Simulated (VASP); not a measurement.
A run of VASP 6.6.1:

Contents of INCAR:

```
SYSTEM = Al2O3
  PREC = Accurate
  ENCUT = 520
  EDIFF = 1E-6
  ISMEAR = 0
  SIGMA = 0.05
  LREAL = .False.
  LASPH = .True.
  NELM = 80
  ALGO = Normal
  ISIF = 2
  LWAVE = .False.
  LCHARG = .True.
  GGA = CA
  LELF = .True.
  LVHAR = .True.
  NBANDS = 20
```

KPOINTS

```
regular mesh
0
Gamma
  12 12 4
  0 0 0
```

Contents of POSCAR:

```
Al2O3
1.0
    2.8843249483      0.0000000000      0.0000000000
   -1.4421624742      2.4978986780      0.0000000000
    0.0000000000      0.0000000000      9.6168570938
Al O
2 3
Direct
    0.0000000000      0.0000000000      0.1499923300
    0.0000000000      0.0000000000      0.8500076700
    0.3333333333      0.6666666667      0.2223169200
    0.6666666667      0.3333333333      0.0000000000
    0.3333333333      0.6666666667      0.7776830800
```

Potentials or basis: VASP PAW LDA potentials, release 64 (Al, O).

Launch:

```console
$ cat potpaw_LDA.64/Al/POTCAR potpaw_LDA.64/O/POTCAR > POTCAR
$ mpirun -np 1 vasp_std > vasp.out
```

Hardware: 1 thread of Intel(R) Xeon(R) 6975P-C (Granite Rapids), on a shared host.

Estimate the wall time of this run.

Wall time 66 s on 1 thread of Intel(R) Xeon(R) 6975P-C (Granite Rapids), on a shared host, peak memory 0.19 GiB. Counts: scf iterations 15, k points 57.
